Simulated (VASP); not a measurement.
# ZnSe in VASP: single point with PBE

Aim: the single point of ZnSe with PBE.

Everything below comes from runs of VASP 6.6.1. Logs are shortened: lines on timing, memory, paths and dates and some standing lists are left out, and cuts for length are marked.

### 1 The cell of the first run

The cell holds a slab with vacuum, 8 atoms: a = 4.008 Å, b = 4.008 Å, c = 26.918 Å, α = 90.00°, β = 90.00°, γ = 90.00°.

### 2 Single point, PBE

The input, INCAR:

```
SYSTEM = ZnSe
  PREC = Accurate
  ENCUT = 520
  EDIFF = 1E-6
  ISMEAR = 0
  SIGMA = 0.05
  LREAL = .FALSE.
  LASPH = .TRUE.
  NELM = 80
  ALGO = Normal
  ISIF = 2
  LWAVE = .FALSE.
  LCHARG = .FALSE.
  LDIPOL = .TRUE.
  IDIPOL = 3
  DIPOL = 0.5 0.5 0.503
  GGA = PE
  NBANDS = 46
```

The input, KPOINTS:

```
regular mesh
0
G
  15 15 1
  0 0 0
```

The input, POSCAR:

```
ZnSe
1.0
    4.0075983900      0.0000000000      0.0000000000
    0.0000000000      4.0075983900      0.0000000000
    0.0000000000      0.0000000000     26.9182999273
Se Zn
4 4
Direct
    0.0000000000      0.5000000000      0.3157703132
    0.5000000000      0.0000000000      0.4210444155
    0.0000000000      0.5000000000      0.5304732942
    0.5000000000      0.0000000000      0.6400769793
    0.5000000000      0.5000000000      0.3684073696
    0.0000000000      0.0000000000      0.4736814718
    0.5000000000      0.5000000000      0.5820133035
    0.0000000000      0.0000000000      0.6925008925
```

Potentials or basis: VASP PAW PBE potentials, release 64 (Se, Zn).

On the command line:

```
$ cat potpaw_PBE.64/Se/POTCAR potpaw_PBE.64/Zn/POTCAR > POTCAR
$ mpirun -np 1 vasp_std > vasp.out
```

OUTCAR:

```text
SYSTEM = ZnSe
   PREC = Accurate
   ENCUT = 520
   EDIFF = 1E-6
   ISMEAR = 0
   LREAL = .FALSE.
   LASPH = .TRUE.
   NELM = 80
   ISIF = 2
   GGA = PE

 ion  position               nearest neighbor table
   1  0.000  0.500  0.316-   5 2.45   5 2.45
   2  0.500  0.000  0.421-   5 2.45   5 2.45   6 2.45   6 2.45
   3  0.000  0.500  0.530-   7 2.44   7 2.44   6 2.52   6 2.52
   4  0.500  0.000  0.640-   8 2.45   8 2.45   7 2.54   7 2.54
   5  0.500  0.500  0.368-   2 2.45   2 2.45   1 2.45   1 2.45
   6  0.000  0.000  0.474-   2 2.45   2 2.45   3 2.52   3 2.52
   7  0.500  0.500  0.582-   3 2.44   3 2.44   4 2.54   4 2.54
   8  0.000  0.000  0.693-   4 2.45   4 2.45

  LATTYP: Found a simple tetragonal cell.
 ALAT       =     4.0075983900
 C/A-ratio  =     6.7168157354

  Lattice vectors:

 A1 = (   4.0075983900,   0.0000000000,   0.0000000000)
 A2 = (   0.0000000000,   4.0075983900,   0.0000000000)
 A3 = (   0.0000000000,   0.0000000000,  26.9182999273)

Analysis of symmetry for initial positions (statically):
=====================================================================
 Subroutine PRICEL returns:
 Original cell was already a primitive cell.

 Routine SETGRP: Setting up the symmetry group for a
 simple tetragonal supercell.

 Subroutine GETGRP returns: Found  4 space group operations
 (whereof  4 operations were pure point group operations)
 out of a pool of 16 trial point group operations.

The static configuration has the point symmetry C_2v.

Analysis of symmetry for dynamics (positions and initial velocities):
=====================================================================
 Subroutine PRICEL returns:
 Original cell was already a primitive cell.

 Routine SETGRP: Setting up the symmetry group for a
 simple tetragonal supercell.

 Subroutine GETGRP returns: Found  4 space group operations
 (whereof  4 operations were pure point group operations)
 out of a pool of 16 trial point group operations.

The dynamic configuration has the point symmetry C_2v.

 Subroutine INISYM returns: Found  4 space group operations
 (whereof  4 operations are pure point group operations),
 and found     1 'primitive' translations

----------------------------------------------------------------------------------------
[... 115 lines left out ...]
   PSTRESS=    0.0 pullay stress
   NELECT =      72.0000    total number of electrons
   NUPDOWN=      -1.0000    fix difference up-down
   EMIN   =  10.00;   EMAX   =-10.00  energy-range for DOS
   EFERMI =   0.00;   METHOD = LEGACY
   ISMEAR =     0;   SIGMA  =   0.05  broadening in eV -4-tet -1-fermi 0-gaus
   EFERMI_NEDOS =   21; number of points for ismear=-14 and -15
   IALGO  =     38    algorithm
   IMIX   =      4    mixing-type and parameters
     AMIX     =   0.40;   BMIX     =  1.00
     AMIX_MAG =   1.60;   BMIX_MAG =  1.00
  volume/ion in A,a.u.               =      54.04       364.69
  Fermi-wavevector in a.u.,A,eV,Ry     =   0.900700  1.702077 11.037877  0.811261
  Thomas-Fermi vector in A             =   2.023690
   LORBIT       =      0    0 simple, 1 ext, 2 COOP (PROOUT), +10 PAW based schemes
   GGA     = PE    functional components
   LHFCALC =     F    Hartree Fock is set to
   AEXX    =    0.0000 exact exchange contribution
   IVDW    =     0    specifies the selected vdW correction
   LEPSILON=     F    determine dielectric tensor
   LRPA    =     F    only Hartree local field effects (RPA)
 non-spin polarized calculation
 Gauss-broadening in eV      SIGMA  =   0.05
  energy-cutoff  :      520.00
  volume of cell :      432.33
 maximum number of plane-waves:     11739
 NGX is ok and might be reduce to    30
   NGX = 15   NGY = 15   NGZ =101

 dipolmoment           0.000000      0.000000      0.000023 electrons x Angstroem

 number of electron      72.0000091 magnetization

 dipolmoment           0.000000      0.000000     -0.226683 electrons x Angstroem

 Free energy of the ion-electron system (eV)
  ---------------------------------------------------
  ext. energy  EPLUGINS =         0.00000000
  ---------------------------------------------------
  free energy    TOTEN  =       -20.92344357 eV

  energy without entropy =      -20.91636194  energy(sigma->0) =      -20.91990276

 E-fermi :  -2.2268     XC(G=0):  -4.6329

 val. band max:       -2.2313428581   @ k =  -0.0667   0.2000   0.0000
 cond. band min:      -2.2266531185   @ k =   0.0000   0.2667   0.0000
 fundamental gap:      0.0046897397
 Fermi energy:        -2.2267807197

 k-point     1 :       0.0000    0.0000    0.0000
  band No.  band energies     occupation
      1     -16.1655      2.00000
      2     -15.5794      2.00000
      3     -15.0211      2.00000
      4     -13.7295      2.00000
      5      -9.7736      2.00000
      6      -9.7711      2.00000
[... 1165 lines left out ...]
     45       3.2306      0.00000
     46       3.4654      0.00000

 [... further k-points ...]

------------------------ aborting loop because EDIFF is reached ----------------------------------------

 vacuum level on the upper side and lower side of the slab       (xc-potential included)        -1.405         1.076

  FORCE on cell =-STRESS in cart. coord.  units (eV):
  Direction    XX          YY          ZZ          XY          YZ          ZX
  --------------------------------------------------------------------------------------
  -------------------------------------------------------------------------------------
  Total        0.7715463     -0.6117261      0.5591309      0.0000000      0.0000000      0.0000000
  in kB        2.8592793     -2.2670002      2.0720875      0.0000000      0.0000000      0.0000000
  external PRESSURE =       0.8881222 kB  Pullay stress =       0.0000000 kB

 VOLUME and BASIS-vectors are now :
 -----------------------------------------------------------------------------
  energy-cutoff  :      520.00
  volume of cell :      432.33
      direct lattice vectors                 reciprocal lattice vectors
     4.007598390  0.000000000  0.000000000     0.249526001  0.000000000  0.000000000
     0.000000000  4.007598390  0.000000000     0.000000000  0.249526001  0.000000000
     0.000000000  0.000000000 26.918299927     0.000000000  0.000000000  0.037149449

 POSITION                                       TOTAL-FORCE (eV/Angst)
 -----------------------------------------------------------------------------------
      0.00000      2.00380      8.50000         0.000000      0.000000      0.104783
      2.00380      0.00000     11.33380         0.000000      0.000000      0.678885
      0.00000      2.00380     14.27944         0.000000      0.000000      0.019125
      2.00380      0.00000     17.22978         0.000000      0.000000      0.017140
      2.00380      2.00380      9.91690         0.000000      0.000000     -0.653862
      0.00000      0.00000     12.75070         0.000000      0.000000     -0.162884
      2.00380      2.00380     15.66681         0.000000      0.000000     -0.008680
      0.00000      0.00000     18.64095         0.000000      0.000000      0.005493
 -----------------------------------------------------------------------------------
    total drift:                                0.000000      0.000000      0.000939

  FREE ENERGIE OF THE ION-ELECTRON SYSTEM (eV)
  ---------------------------------------------------
  free  energy   TOTEN  =       -20.9234435735 eV

  energy  without entropy=      -20.9163619373  energy(sigma->0) =      -20.91990276

 vacuum level on the upper side and lower side of the slab         1.792         4.323
```

OSZICAR:

```text
N       E                     dE             d eps       ncg     rms          rms(c)
DAV:   1     0.486522530091E+03    0.48652E+03   -0.29920E+04  5960   0.139E+03
DAV:   2     0.376300866549E+02   -0.44889E+03   -0.43500E+03  6724   0.315E+02
DAV:   3    -0.212340036374E+02   -0.58864E+02   -0.58417E+02  6790   0.118E+02
[... 21 lines left out ...]
DAV:  25    -0.209234311663E+02   -0.94547E-05   -0.39866E-07  4822   0.444E-03    0.779E-04
DAV:  26    -0.209234390310E+02   -0.78647E-05   -0.61435E-07  4592   0.401E-03    0.113E-03
DAV:  27    -0.209234412722E+02   -0.22412E-05   -0.35128E-07  4514   0.254E-03    0.576E-04
DAV:  28    -0.209234428662E+02   -0.15940E-05   -0.11749E-07  4332   0.171E-03    0.375E-04
DAV:  29    -0.209234435735E+02   -0.70732E-06   -0.11396E-08  4220   0.813E-04
   1 F= -.20923444E+02 E0= -.20919903E+02  d E =-.708164E-02
```

Wall time 25 min (1 thread of Intel Xeon 6975P-C (Granite Rapids), shared host); peak memory 1.1 GiB.

Results:

```
Free energy            : -20.9234 eV
Largest force          : 0.679 eV/Å
Band gap on the k mesh : zero (bands 36 and 37 overlap by 0.02 eV)
```

Forces in eV/Å, atoms in the order of the input:
```
Se   0.000  0.000  0.105
Se   0.000  0.000  0.679
Se   0.000  0.000  0.019
Se   0.000  0.000  0.017
Zn   0.000  0.000 -0.654
Zn   0.000  0.000 -0.163
Zn   0.000  0.000 -0.009
Zn   0.000  0.000  0.005
```
